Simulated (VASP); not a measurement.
# SiC in VASP: further runs

SiC is run at these levels: PBEsol; tasks: single point.

Program: VASP 6.6.1. These are calculated values, not measurements. Logs are shortened: lines on timing, memory, paths and dates and some standing lists are left out, and cuts for length are marked.

### 1 The cell of the first run

Symmetry: P6_3mc, No. 186, hexagonal system. Conventional cell: a = 3.076 Å, b = 3.076 Å, c = 5.022 Å, α = 90.00°, β = 90.00°, γ = 120.00°. Within 2.5 Å of Si (site symmetry 3m) lie 4 C at 1.88 to 1.89 Å. Within 2.5 Å of C (site symmetry 3m) lie 4 Si at 1.88 to 1.89 Å.

### 2 Single point, PBEsol (z stretched by -0.5 %, x and y held)

File INCAR:

```
PREC = Accurate
ENCUT = 520
EDIFF = 1E-6
ISMEAR = 0
SIGMA = 0.01
LREAL = False
LASPH = True
NELM = 60
ALGO = Normal
ISIF = 2
LWAVE = False
LCHARG = False
GGA = PS
NBANDS = 16
```

File KPOINTS:

```
Automatic mesh
0
Gamma
  8 8 6
```

File POSCAR:

```
SiC
1.0
    3.0757714184      0.0000000000      0.0000000000
   -1.5378857092      2.6636961846      0.0000000000
    0.0000000000      0.0000000000      5.0222993595
Si C
2 2
Direct
    0.3333333333      0.6666666667      0.0043034378
    0.6666666667      0.3333333333      0.5043034378
    0.3333333333      0.6666666667      0.3806965622
    0.6666666667      0.3333333333      0.8806965622
```

Potentials or basis: VASP PAW PBE potentials, release 64 (Si, C).

Run with:

```
$ cat potpaw_PBE.64/Si/POTCAR potpaw_PBE.64/C/POTCAR > POTCAR
$ mpirun -np 1 vasp_std > vasp.out
```

OUTCAR:

```text
PREC = Accurate
   ENCUT = 520
   EDIFF = 1E-6
   ISMEAR = 0
   LREAL = False
   LASPH = True
   NELM = 60
   ISIF = 2
   GGA = PS

 ion  position               nearest neighbor table
   1  0.333  0.667  0.004-   4 1.88   4 1.88   4 1.88   3 1.89   2 3.08   2 3.08   2 3.08   2 3.08
                             2 3.08   2 3.08
   2  0.667  0.333  0.504-   3 1.88   3 1.88   3 1.88   4 1.89   1 3.08   1 3.08   1 3.08   1 3.08
                             1 3.08   1 3.08
   3  0.333  0.667  0.381-   2 1.88   2 1.88   2 1.88   1 1.89
   4  0.667  0.333  0.881-   1 1.88   1 1.88   1 1.88   2 1.89

  LATTYP: Found a hexagonal cell.
 ALAT       =     3.0757714184
 C/A-ratio  =     1.6328584528

  Lattice vectors:

 A1 = (   3.0757714184,   0.0000000000,   0.0000000000)
 A2 = (  -1.5378857092,   2.6636961846,   0.0000000000)
 A3 = (   0.0000000000,   0.0000000000,   5.0222993595)

Analysis of symmetry for initial positions (statically):
=====================================================================
 Subroutine PRICEL returns:
 Original cell was already a primitive cell.

 Routine SETGRP: Setting up the symmetry group for a
 hexagonal supercell.

 Subroutine GETGRP returns: Found 12 space group operations
 (whereof  6 operations were pure point group operations)
 out of a pool of 24 trial point group operations.

The static configuration has the point symmetry C_3v.
 The point group associated with its full space group is C_6v.

Analysis of symmetry for dynamics (positions and initial velocities):
=====================================================================
 Subroutine PRICEL returns:
 Original cell was already a primitive cell.

 Routine SETGRP: Setting up the symmetry group for a
 hexagonal supercell.

 Subroutine GETGRP returns: Found 12 space group operations
 (whereof  6 operations were pure point group operations)
 out of a pool of 24 trial point group operations.

The dynamic configuration has the point symmetry C_3v.
 The point group associated with its full space group is C_6v.

 Subroutine INISYM returns: Found 12 space group operations
 (whereof  6 operations are pure point group operations),
 and found     1 'primitive' translations

----------------------------------------------------------------------------------------

                                     Primitive cell

  volume of cell :      41.1473

  direct lattice vectors                    reciprocal lattice vectors
     3.075771418  0.000000000  0.000000000     0.325121689  0.187709095  0.000000000
    -1.537885709  2.663696185  0.000000000     0.000000000  0.375418190  0.000000000
     0.000000000  0.000000000  5.022299359     0.000000000  0.000000000  0.199111986

  length of vectors
     3.075771418  3.075771418  5.022299359     0.375418190  0.375418190  0.199111986

  position of ions in fractional coordinates (direct lattice)
     0.333333333  0.666666667  0.004303438
     0.666666667  0.333333333  0.504303438
     0.333333333  0.666666667  0.380696562
     0.666666667  0.333333333  0.880696562

  ion indices of the primitive-cell ions
   primitive index   ion index
                 1           1
                 2           2
                 3           3
                 4           4

----------------------------------------------------------------------------------------

 KPOINTS: Automatic mesh

Automatic generation of k-mesh.
 Grid dimensions read from file:
 generate k-points for:    8    8    6

 Generating k-lattice:

  Cartesian coordinates                     Fractional coordinates (reciprocal lattice)
     0.040640211  0.023463637  0.000000000     0.125000000 -0.000000000  0.000000000
     0.000000000  0.046927274  0.000000000     0.000000000  0.125000000  0.000000000
     0.000000000  0.000000000  0.033185331     0.000000000  0.000000000  0.166666667

  Length of vectors
     0.046927274  0.046927274  0.033185331

  Shift w.r.t. Gamma in fractional coordinates (k-lattice)
     0.000000000  0.000000000  0.000000000

 Subroutine IBZKPT returns following result:
 ===========================================

 Found     40 irreducible k-points:

 Following reciprocal coordinates:
            Coordinates               Weight
  0.000000  0.000000  0.000000      1.000000
  0.125000  0.000000  0.000000      6.000000
  0.250000  0.000000  0.000000      6.000000
  0.375000  0.000000  0.000000      6.000000
  0.500000  0.000000  0.000000      3.000000
  0.125000  0.125000  0.000000      6.000000
[... 16 lines left out ...]
  0.250000  0.000000  0.333333     12.000000
  0.375000  0.000000  0.333333     12.000000
 [... further k-points ...]
   k-points           NKPTS =     40   k-points in BZ     NKDIM =     40   number of bands    NBANDS=     16
   number of dos      NEDOS =    301   number of ions     NIONS =      4
   total plane-waves  NPLWV =  23040
   dimension x,y,z NGX =    24 NGY =   24 NGZ =   40
   dimension x,y,z NGXF=    48 NGYF=   48 NGZF=   80
   ions per type =               2   2
   NGX,Y,Z   is equivalent  to a cutoff of  12.97, 12.97, 13.24 a.u.
   NGXF,Y,Z  is equivalent  to a cutoff of  25.94, 25.94, 26.48 a.u.
 SYSTEM =  unknown system
   PREC   = accura    normal or accurate (medium, high low for compatibility)
   ISTART =      0    job   : 0-new  1-cont  2-samecut
   ICHARG =      2    charge: 1-file 2-atom 10-const
   ISPIN  =      1    spin polarized calculation?
   LNONCOLLINEAR =      F non collinear calculations
   LSORBIT =      F    spin-orbit coupling
   LASPH  =      T    aspherical Exc in radial PAW
   ENCUT  =  520.0 eV  38.22 Ry    6.18 a.u.   5.72  5.72  9.34*2*pi/ulx,y,z
   NELM   =     60;   NELMIN=  2; NELMDL= -5     # of ELM steps
   EDIFF  = 0.1E-05   stopping-criterion for ELM
   LREAL  =      F    real-space projection
   EDIFFG = 0.1E-04   stopping-criterion for IOM
   NSW    =      0    number of steps for IOM
   IBRION =     -1    ionic relax: 0-MD 1-quasi-New 2-CG
   NFREE  =      0    steps in history (QN), initial steepest desc. (CG)
   ISIF   =      2    stress and relaxation
   ISYM   =      2    0-nonsym 1-usesym 2-fastsym
   POTIM  = 0.5000    time-step for ionic-motion
   TEBEG  =    0.0;   TEEND  =   0.0 temperature during run
   PSTRESS=    0.0 pullay stress
   NELECT =      16.0000    total number of electrons
   NUPDOWN=      -1.0000    fix difference up-down
   EMIN   =  10.00;   EMAX   =-10.00  energy-range for DOS
   EFERMI =   0.00;   METHOD = LEGACY
   ISMEAR =     0;   SIGMA  =   0.01  broadening in eV -4-tet -1-fermi 0-gaus
   EFERMI_NEDOS =   21; number of points for ismear=-14 and -15
   IALGO  =     38    algorithm
   IMIX   =      4    mixing-type and parameters
     AMIX     =   0.40;   BMIX     =  1.00
     AMIX_MAG =   1.60;   BMIX_MAG =  1.00
  volume/ion in A,a.u.               =      10.29        69.42
  Fermi-wavevector in a.u.,A,eV,Ry     =   1.194908  2.258048 19.426460  1.427805
  Thomas-Fermi vector in A             =   2.330886
   LORBIT       =      0    0 simple, 1 ext, 2 COOP (PROOUT), +10 PAW based schemes
   GGA     = PS    functional components
   LHFCALC =     F    Hartree Fock is set to
   AEXX    =    0.0000 exact exchange contribution
   IVDW    =     0    specifies the selected vdW correction
   LEPSILON=     F    determine dielectric tensor
   LRPA    =     F    only Hartree local field effects (RPA)
 non-spin polarized calculation
 Gauss-broadening in eV      SIGMA  =   0.01
  energy-cutoff  :      520.00
  volume of cell :       41.15
 maximum number of plane-waves:      1126
 NGX is ok and might be reduce to    24
   NGX = 11   NGY = 11   NGZ = 19

 number of electron      15.9999999 magnetization

 Free energy of the ion-electron system (eV)
  ---------------------------------------------------
  ext. energy  EPLUGINS =         0.00000000
  ---------------------------------------------------
  free energy    TOTEN  =       -31.81858420 eV

  energy without entropy =      -31.81858420  energy(sigma->0) =      -31.81858420

 E-fermi :   8.3588     XC(G=0): -11.5213

 val. band max:        8.2556974756   @ k =   0.0000   0.0000   0.0000
 cond. band min:      10.6577334197   @ k =   0.3750   0.2500   0.0000
 fundamental gap:      2.4020359441
 Fermi energy:         8.3588283618

 k-point     1 :       0.0000    0.0000    0.0000
  band No.  band energies     occupation
      1      -7.3636      2.00000
      2      -3.7017      2.00000
      3      -0.5072      2.00000
      4       6.9078      2.00000
      5       6.9078      2.00000
      6       8.1926      2.00000
[... 8 lines left out ...]
     15      17.1819      0.00000
     16      19.5553      0.00000

 k-point     2 :       0.1250    0.0000    0.0000
  band No.  band energies     occupation
      1      -7.0919      2.00000
      2      -3.4716      2.00000
      3      -0.2564      2.00000
      4       5.5146      2.00000
      5       6.4687      2.00000
      6       7.2952      2.00000
[... 8 lines left out ...]
     15      17.7926      0.00000
     16      18.0341      0.00000

 k-point     3 :       0.2500    0.0000    0.0000
  band No.  band energies     occupation
      1      -6.2941      2.00000
      2      -2.8377      2.00000
      3       0.4339      2.00000
      4       3.0758      2.00000
      5       5.3039      2.00000
      6       5.6873      2.00000
[... 8 lines left out ...]
     15      18.2595      0.00000
     16      18.9839      0.00000

 k-point     4 :       0.3750    0.0000    0.0000
  band No.  band energies     occupation
      1      -5.0549      2.00000
      2      -2.1957      2.00000
      3       0.5970      2.00000
      4       2.0079      2.00000
      5       3.2419      2.00000
      6       5.0958      2.00000
[... 8 lines left out ...]
     15      19.4866      0.00000
     16      20.2989      0.00000
[... 324 lines left out ...]
 k-point    22 :       0.1250    0.0000    0.3333
  band No.  band energies     occupation
      1      -6.5473      2.00000
      2      -5.0034      2.00000
      3       2.0958      2.00000
      4       5.6140      2.00000
      5       5.9589      2.00000
      6       6.8091      2.00000
[... 8 lines left out ...]
     15      16.9210      0.00000
     16      18.7705      0.00000

 k-point    23 :       0.2500    0.0000    0.3333
  band No.  band energies     occupation
      1      -5.7611      2.00000
      2      -4.2650      2.00000
      3       2.1930      2.00000
      4       3.9132      2.00000
      5       4.1951      2.00000
      6       6.0754      2.00000
[... 8 lines left out ...]
     15      18.5537      0.00000
     16      19.0858      0.00000

 k-point    24 :       0.3750    0.0000    0.3333
  band No.  band energies     occupation
      1      -4.5536      2.00000
      2      -3.2152      2.00000
      3       0.6288      2.00000
      4       1.9015      2.00000
      5       4.2161      2.00000
      6       5.5065      2.00000
[... 8 lines left out ...]
     15      19.9655      0.00000
     16      20.1893      0.00000

 [... further k-points ...]

------------------------ aborting loop because EDIFF is reached ----------------------------------------

  FORCE on cell =-STRESS in cart. coord.  units (eV):
  Direction    XX          YY          ZZ          XY          YZ          ZX
  --------------------------------------------------------------------------------------
  -------------------------------------------------------------------------------------
  Total        0.1775485      0.1775485      0.8024345      0.0000000      0.0000000      0.0000000
  in kB        6.9133145      6.9133145     31.2448787      0.0000000      0.0000000      0.0000000
  external PRESSURE =      15.0238359 kB  Pullay stress =       0.0000000 kB

 VOLUME and BASIS-vectors are now :
 -----------------------------------------------------------------------------
  energy-cutoff  :      520.00
  volume of cell :       41.15
      direct lattice vectors                 reciprocal lattice vectors
     3.075771418  0.000000000  0.000000000     0.325121689  0.187709095  0.000000000
    -1.537885709  2.663696185  0.000000000     0.000000000  0.375418190  0.000000000
     0.000000000  0.000000000  5.022299359     0.000000000  0.000000000  0.199111986

 POSITION                                       TOTAL-FORCE (eV/Angst)
 -----------------------------------------------------------------------------------
     -0.00000      1.77580      0.02161        -0.000000     -0.000000      0.000448
      1.53789      0.88790      2.53276         0.000000      0.000000      0.000448
     -0.00000      1.77580      1.91197         0.000000      0.000000     -0.000448
      1.53789      0.88790      4.42312         0.000000     -0.000000     -0.000448
 -----------------------------------------------------------------------------------
    total drift:                               -0.000000     -0.000000     -0.000265

  FREE ENERGIE OF THE ION-ELECTRON SYSTEM (eV)
  ---------------------------------------------------
  free  energy   TOTEN  =       -31.8185841974 eV

  energy  without entropy=      -31.8185841974  energy(sigma->0) =      -31.81858420
```

It took 8.3 s on 1 thread of Intel Xeon 6975P-C (Granite Rapids), shared host; peak memory 0.16 GiB.

What came out:

- Free energy: -31.8186 eV
- Pressure: 1.5 GPa
- Band gap on the k mesh: 2.40 eV, indirect (least direct gap 3.82 eV)

Stress tensor (GPa, compression positive):
```
0.69 0.00 0.00
0.00 0.69 0.00
0.00 0.00 3.12
```

Caveat: the cell differs from its parent crystal (z stretched by -0.5 %, x and y held); the PAW data sets were made with another functional, which shifts forces and pressure a little. A k mesh can miss the band edges.

[end of part 1 of 2]
